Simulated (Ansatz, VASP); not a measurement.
Si in VASP and in Ansatz

INCAR

```
SYSTEM = Si
ALGO = Normal
EDIFF = 1E-6
ENCUT = 520
ISIF = 2
ISMEAR = -1
LASPH = .True.
LCHARG = .True.
LELF = .True.
LREAL = .False.
LVHAR = .True.
LWAVE = .False.
NBANDS = 11
NELM = 100
PREC = Accurate
SIGMA = 0.08
```

File KPOINTS:

```
k-points
0
Gamma
  12 12 12
  0 0 0
```

File POSCAR:

```
Si
1.0
    0.0000000000      2.3751105206      2.3751105206
    2.3751105206      0.0000000000      2.3751105206
    2.3751105206      2.3751105206      0.0000000000
Si
2
Direct
   -0.1250000000     -0.1250000000     -0.1250000000
    0.1250000000      0.1250000000      0.1250000000
```

Input for Ansatz:

```yaml
crystal:
  lattice:
    - [0.0, 2.3751105206, 2.3751105206]
    - [2.3751105206, 0.0, 2.3751105206]
    - [2.3751105206, 2.3751105206, 0.0]
  atoms:
    - { symbol: Si, position: [-0.125, -0.125, -0.125] }
    - { symbol: Si, position: [0.125, 0.125, 0.125] }
kpoints:
  mp_grid: { grid: [12, 12, 12] }
scf:
  occupations: { method: fermi_dirac, width: 0.08 }
hamiltonian:
  xc: lda
  pseudopotentials: { kind: all_electron, lapw: { basis_error: 0.001 } }
output:
  forces: true
  stress: true
  eigenvalues: true
  populations: true
```

Change from the starting cell: volume scaled by 0.68, LAPW.

Alike in both runs: task single point; functional LDA; k mesh 12 × 12 × 12; occupations fermi-dirac, width 0.08 eV; no spin polarisation.

```csv
,VASP,Ansatz
version,VASP 6.6.1,Ansatz 0.2.0
potentials or method,"VASP PAW LDA potentials, release 64 (Si), cutoff 520 eV","all-electron LAPW, scalar-relativistic"
```

Ansatz gave:

```
pressure (GPa) : 79.7
```

Q: Estimate VASP's values.

A: Pressure (GPa): 80.4.

LDA's correlation is that of Perdew and Zunger in VASP and of Perdew and Wang (1992) in Ansatz. Both programs put the cell under a high pressure, so it lies far from rest at this level. Ansatz ran all-electron here, and VASP with PAW potentials.

Noted on VASP's run: the cell as given lies far from equilibrium.
